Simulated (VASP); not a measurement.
# Ge2Sb2Te5 (P-3m1) in VASP: notebook

Ge2Sb2Te5 is run at these levels: PBE; tasks: single point.

Program: VASP 6.6.1. These are calculated values, not measurements. Logs are shortened: lines on timing, memory, paths and dates and some standing lists are left out, and cuts for length are marked.

## Step 1: The cell of the first run

Symmetry: P-3m1, No. 164, trigonal system. The conventional cell has a = 4.563 Å, b = 4.563 Å, c = 18.689 Å, α = 90.00°, β = 90.00°, γ = 120.00°. Within 4.0 Å of Ge (site symmetry 3m) lie 6 Te at 3.01 to 3.49 Å. Sb (site symmetry 3m) has 6 Te at 3.19 to 3.37 Å within 4.2 Å. Te (site symmetry -3m) has 6 Sb at 3.37 Å and 12 Te at 4.56 to 4.71 Å within 4.8 Å. Within 4.2 Å of Te (site symmetry 3m) lie 3 Sb at 3.19 Å and 3 Ge at 3.49 Å. Te (site symmetry 3m) has 3 Ge at 3.01 Å within 4.0 Å.

## Step 2: Single point, PBE

The input, INCAR:

```
  PREC = Accurate
  ENCUT = 520
  EDIFF = 1E-6
  ISMEAR = 0
  SIGMA = 0.03
  LREAL = False
  LASPH = True
  NELM = 60
  ALGO = Normal
  ISIF = 2
  LWAVE = False
  LCHARG = False
  GGA = PE
  NBANDS = 44
```

The input, KPOINTS:

```
Automatic mesh
0
Gamma
  9 9 2
```

The input, POSCAR:

```
Ge2Sb2Te5
1.0
    4.5625000000      0.0000000000      0.0000000000
   -2.2812500000      3.9512409048      0.0000000000
    0.0000000000      0.0000000000     18.6894000000
Ge Sb Te
2 2 5
Direct
    0.0000000000      0.0000000000      0.3314713560
    0.0000000000      0.0000000000      0.6685286440
    0.3333333333      0.6666666667      0.1121550832
    0.6666666667      0.3333333333      0.8878449168
    0.0000000000      0.0000000000      0.0000000000
    0.3333333333      0.6666666667      0.7913602895
    0.6666666667      0.3333333333      0.2086397105
    0.3333333333      0.6666666667      0.4097504733
    0.6666666667      0.3333333333      0.5902495267
```

Potentials or basis: VASP PAW PBE potentials, release 64 (Ge_d, Sb, Te).

Launch:

```
$ cat potpaw_PBE.64/Ge_d/POTCAR potpaw_PBE.64/Sb/POTCAR potpaw_PBE.64/Te/POTCAR > POTCAR
$ mpirun -np 1 vasp_std > vasp.out
```

OUTCAR:

```text
PREC = Accurate
   ENCUT = 520
   EDIFF = 1E-6
   ISMEAR = 0
   LREAL = False
   LASPH = True
   NELM = 60
   ISIF = 2
   GGA = PE

 ion  position               nearest neighbor table
   1  0.000  0.000  0.331-   8 3.01   8 3.01   8 3.01
   2  0.000  0.000  0.669-   9 3.01   9 3.01   9 3.01
   3  0.333  0.667  0.112-   7 3.19   7 3.19   7 3.19   5 3.37   5 3.37   5 3.37
   4  0.667  0.333  0.888-   6 3.19   6 3.19   6 3.19   5 3.37   5 3.37   5 3.37
   5  0.000  0.000  0.000-   3 3.37   4 3.37   4 3.37   3 3.37   4 3.37   3 3.37
   6  0.333  0.667  0.791-   4 3.19   4 3.19   4 3.19
   7  0.667  0.333  0.209-   3 3.19   3 3.19   3 3.19
   8  0.333  0.667  0.410-   1 3.01   1 3.01   1 3.01
   9  0.667  0.333  0.590-   2 3.01   2 3.01   2 3.01

  LATTYP: Found a hexagonal cell.
 ALAT       =     4.5625000000
 C/A-ratio  =     4.0963068493

  Lattice vectors:

 A1 = (   4.5625000000,   0.0000000000,   0.0000000000)
 A2 = (  -2.2812500000,   3.9512409048,   0.0000000000)
 A3 = (   0.0000000000,   0.0000000000,  18.6894000000)

Analysis of symmetry for initial positions (statically):
=====================================================================
 Subroutine PRICEL returns:
 Original cell was already a primitive cell.

 Routine SETGRP: Setting up the symmetry group for a
 hexagonal supercell.

 Subroutine GETGRP returns: Found 12 space group operations
 (whereof 12 operations were pure point group operations)
 out of a pool of 24 trial point group operations.

The static configuration has the point symmetry D_3d.

Analysis of symmetry for dynamics (positions and initial velocities):
=====================================================================
 Subroutine PRICEL returns:
 Original cell was already a primitive cell.

 Routine SETGRP: Setting up the symmetry group for a
 hexagonal supercell.

 Subroutine GETGRP returns: Found 12 space group operations
 (whereof 12 operations were pure point group operations)
 out of a pool of 24 trial point group operations.

The dynamic configuration has the point symmetry D_3d.

 Subroutine INISYM returns: Found 12 space group operations
 (whereof 12 operations are pure point group operations),
 and found     1 'primitive' translations

[... 112 lines left out ...]
   NFREE  =      0    steps in history (QN), initial steepest desc. (CG)
   ISIF   =      2    stress and relaxation
   ISYM   =      2    0-nonsym 1-usesym 2-fastsym
   POTIM  = 0.5000    time-step for ionic-motion
   TEBEG  =    0.0;   TEEND  =   0.0 temperature during run
   PSTRESS=    0.0 pullay stress
   NELECT =      68.0000    total number of electrons
   NUPDOWN=      -1.0000    fix difference up-down
   EMIN   =  10.00;   EMAX   =-10.00  energy-range for DOS
   EFERMI =   0.00;   METHOD = LEGACY
   ISMEAR =     0;   SIGMA  =   0.03  broadening in eV -4-tet -1-fermi 0-gaus
   EFERMI_NEDOS =   21; number of points for ismear=-14 and -15
   IALGO  =     38    algorithm
   IMIX   =      4    mixing-type and parameters
     AMIX     =   0.40;   BMIX     =  1.00
     AMIX_MAG =   1.60;   BMIX_MAG =  1.00
  volume/ion in A,a.u.               =      37.44       252.63
  Fermi-wavevector in a.u.,A,eV,Ry     =   0.960286  1.814677 12.546599  0.922149
  Thomas-Fermi vector in A             =   2.089557
   LORBIT       =      0    0 simple, 1 ext, 2 COOP (PROOUT), +10 PAW based schemes
   GGA     = PE    functional components
   LHFCALC =     F    Hartree Fock is set to
   AEXX    =    0.0000 exact exchange contribution
   IVDW    =     0    specifies the selected vdW correction
   LEPSILON=     F    determine dielectric tensor
   LRPA    =     F    only Hartree local field effects (RPA)
 non-spin polarized calculation
 Gauss-broadening in eV      SIGMA  =   0.03
  energy-cutoff  :      520.00
  volume of cell :      336.92
 maximum number of plane-waves:      9147
 NGX is ok and might be reduce to    36
   NGX = 17   NGY = 17   NGZ = 69

 number of electron      68.0000009 magnetization

 Free energy of the ion-electron system (eV)
  ---------------------------------------------------
  ext. energy  EPLUGINS =         0.00000000
  ---------------------------------------------------
  free energy    TOTEN  =       -32.80719842 eV

  energy without entropy =      -32.80717813  energy(sigma->0) =      -32.80718828

 E-fermi :   3.9747     XC(G=0):  -8.4826

 val. band max:        3.9137357071   @ k =   0.1111  -0.0000   0.5000
 cond. band min:       4.0355735612   @ k =   0.1111  -0.0000   0.5000
 fundamental gap:      0.1218378541
 Fermi energy:         3.9746546440

 k-point     1 :       0.0000    0.0000    0.0000
  band No.  band energies     occupation
      1     -20.7705      2.00000
      2     -20.7705      2.00000
      3     -20.7704      2.00000
      4     -20.7704      2.00000
      5     -20.7674      2.00000
      6     -20.7674      2.00000
[... 1117 lines left out ...]
     43       7.4132      0.00000
     44       7.5626      0.00000

------------------------ aborting loop because EDIFF is reached ----------------------------------------

  FORCE on cell =-STRESS in cart. coord.  units (eV):
  Direction    XX          YY          ZZ          XY          YZ          ZX
  --------------------------------------------------------------------------------------
  -------------------------------------------------------------------------------------
  Total      -12.1242097    -12.1242097     -9.4721976     -0.0000000      0.0000000     -0.0000000
  in kB      -57.6543759    -57.6543759    -45.0432363     -0.0000000      0.0000000     -0.0000000
  external PRESSURE =     -53.4506627 kB  Pullay stress =       0.0000000 kB

 VOLUME and BASIS-vectors are now :
 -----------------------------------------------------------------------------
  energy-cutoff  :      520.00
  volume of cell :      336.92
      direct lattice vectors                 reciprocal lattice vectors
     4.562500000  0.000000000  0.000000000     0.219178082  0.126542525  0.000000000
    -2.281250000  3.951240905  0.000000000     0.000000000  0.253085050  0.000000000
     0.000000000  0.000000000 18.689400000     0.000000000  0.000000000  0.053506266

 POSITION                                       TOTAL-FORCE (eV/Angst)
 -----------------------------------------------------------------------------------
      0.00000      0.00000      6.19500         0.000000      0.000000      0.525268
      0.00000      0.00000     12.49440        -0.000000     -0.000000     -0.525268
     -0.00000      2.63416      2.09611        -0.000000      0.000000      0.278758
      2.28125      1.31708     16.59329        -0.000000     -0.000000     -0.278758
      0.00000      0.00000      0.00000        -0.000000      0.000000      0.000000
     -0.00000      2.63416     14.79005         0.000000     -0.000000      0.716809
      2.28125      1.31708      3.89935        -0.000000      0.000000     -0.716809
     -0.00000      2.63416      7.65799         0.000000      0.000000     -0.640351
      2.28125      1.31708     11.03141        -0.000000     -0.000000      0.640351
 -----------------------------------------------------------------------------------
    total drift:                               -0.000000      0.000000      0.000000

  FREE ENERGIE OF THE ION-ELECTRON SYSTEM (eV)
  ---------------------------------------------------
  free  energy   TOTEN  =       -32.8071984239 eV

  energy  without entropy=      -32.8071781276  energy(sigma->0) =      -32.80718828
```

OSZICAR:

```text
N       E                     dE             d eps       ncg     rms          rms(c)
DAV:   1     0.569032859109E+03    0.56903E+03   -0.27048E+04  2556   0.186E+03
DAV:   2     0.579309853669E+02   -0.51110E+03   -0.49084E+03  2264   0.498E+02
DAV:   3    -0.275614949906E+02   -0.85492E+02   -0.82734E+02  2576   0.146E+02
DAV:   4    -0.331010178286E+02   -0.55395E+01   -0.54729E+01  2432   0.428E+01
DAV:   5    -0.333311956928E+02   -0.23018E+00   -0.22954E+00  3132   0.862E+00    0.725E+00
DAV:   6    -0.330628040126E+02    0.26839E+00   -0.44718E+00  3088   0.706E+00    0.699E+00
DAV:   7    -0.327957780987E+02    0.26703E+00   -0.24663E+00  2868   0.405E+00    0.386E+00
DAV:   8    -0.328098870511E+02   -0.14109E-01   -0.40449E-01  2740   0.192E+00    0.107E+00
DAV:   9    -0.328075631045E+02    0.23239E-02   -0.51390E-02  2448   0.767E-01    0.611E-01
DAV:  10    -0.328070252439E+02    0.53786E-03   -0.66134E-03  2900   0.269E-01    0.428E-01
DAV:  11    -0.328072729775E+02   -0.24773E-03   -0.11668E-03  2728   0.122E-01    0.163E-01
DAV:  12    -0.328071954490E+02    0.77528E-04   -0.68765E-04  2880   0.769E-02    0.538E-02
DAV:  13    -0.328071973831E+02   -0.19340E-05   -0.65512E-05  2252   0.260E-02    0.476E-02
DAV:  14    -0.328071978065E+02   -0.42346E-06   -0.18155E-05  2288   0.154E-02    0.188E-02
DAV:  15    -0.328071984239E+02   -0.61734E-06   -0.27797E-06  2132   0.775E-03
   1 F= -.32807198E+02 E0= -.32807188E+02  d E =-.202963E-04
```

Wall time 14 min (1 thread of Oxide Virtual Turin-like, shared host); peak memory 0.6 GiB.

Results:

```
Free energy            : -32.8072 eV
Pressure               : -5.3 GPa
Largest force          : 0.717 eV/Å
Band gap on the k mesh : 0.12 eV
```

Forces in eV/Å, atoms in the order of the input:
```
Ge   0.000  0.000  0.525
Ge   0.000  0.000 -0.525
Sb   0.000  0.000  0.279
Sb   0.000  0.000 -0.279
Te   0.000  0.000  0.000
Te   0.000  0.000  0.717
Te   0.000  0.000 -0.717
Te   0.000  0.000 -0.640
Te   0.000  0.000  0.640
```

Stress tensor (GPa, compression positive):
```
-5.77  0.00  0.00
 0.00 -5.77  0.00
 0.00  0.00 -4.50
```

Levels at points of the mesh, in eV from the valence-band top:
```tsv
k point	band 32	band 33	band 34	band 35	band 36	band 37
(0.00, 0.00, 0.00)	-1.00	-1.00	-0.22	0.25	0.25	0.25
(0.00, 0.00, 0.50)	-1.03	-1.03	-0.22	0.25	0.26	0.26
```

Caveat: the cell stands under tension; semilocal functionals underestimate gaps, and a narrow one can read as zero; spin-orbit coupling is left out, which moves the levels of the heavy elements; this functional lacks dispersion, which binds layers or chains, so the pressure and a relaxed spacing across them are unreliable. A k mesh can miss the band edges.

## Step 3: Single point, PBE

This run uses another cell than the first one, of 38.04 Å³/atom.

The input, INCAR:

```
SYSTEM = Ge2Sb2Te5
  PREC = Accurate
  ENCUT = 520
  EDIFF = 1E-7
  ISMEAR = 0
  SIGMA = 0.03
  LREAL = .FALSE.
  LASPH = .TRUE.
  NELM = 60
  ALGO = Normal
  ISIF = 2
  LWAVE = .FALSE.
  LCHARG = .FALSE.
  GGA = PE
  NBANDS = 44
```

The input, KPOINTS:

```
regular mesh
0
G
  9 9 2
  0 0 0
```

POSCAR: that of step 2 with these lines changed.

```diff
@@ -4,3 +4,3 @@
    -2.2812500000      3.9512409048      0.0000000000
-    0.0000000000      0.0000000000     18.6894000000
+    0.0000000000      0.0000000000     18.9909000000
 Ge Sb Te
```

Potentials or basis: VASP PAW PBE potentials, release 64 (Ge_d, Sb, Te).

Launch:

```
$ cat potpaw_PBE.64/Ge_d/POTCAR potpaw_PBE.64/Sb/POTCAR potpaw_PBE.64/Te/POTCAR > POTCAR
$ mpirun -np 1 vasp_std > vasp.out
```

Wall time 14 min (1 thread of Oxide Virtual Turin-like, shared host); peak memory 0.63 GiB.

It converged, with:

```
Free energy            : -32.6451 eV
Pressure               : -5.6 GPa
Largest force          : 0.811 eV/Å
Band gap on the k mesh : 0.11 eV
```

Forces on the atoms (eV/Å):
```
Ge   0.000  0.000  0.597
Ge   0.000  0.000 -0.597
Sb   0.000  0.000  0.316
Sb   0.000  0.000 -0.316
Te   0.000  0.000  0.000
Te   0.000  0.000  0.811
Te   0.000  0.000 -0.811
Te   0.000  0.000 -0.744
Te   0.000  0.000  0.744
```

Stress tensor (GPa, compression positive):
```
-5.91  0.00  0.00
 0.00 -5.91  0.00
 0.00  0.00 -5.06
```

Levels at points of the mesh, in eV from the valence-band top:
| k point | band 31 | band 32 | band 33 | band 34 | band 35 | band 36 | band 37 | band 38 |
| --- | --- | --- | --- | --- | --- | --- | --- | --- |
| (0.00, 0.00, 0.00) | -1.08 | -0.97 | -0.97 | -0.20 | 0.21 | 0.25 | 0.25 | 0.89 |
| (0.00, 0.00, 0.50) | -1.05 | -0.99 | -0.99 | -0.20 | 0.22 | 0.26 | 0.26 | 0.89 |

Caveat: the cell stands under tension; semilocal functionals underestimate gaps, and a narrow one can read as zero; spin-orbit coupling is left out, which moves the levels of the heavy elements; this functional lacks dispersion, which binds layers or chains, so the pressure and a relaxed spacing across them are unreliable.
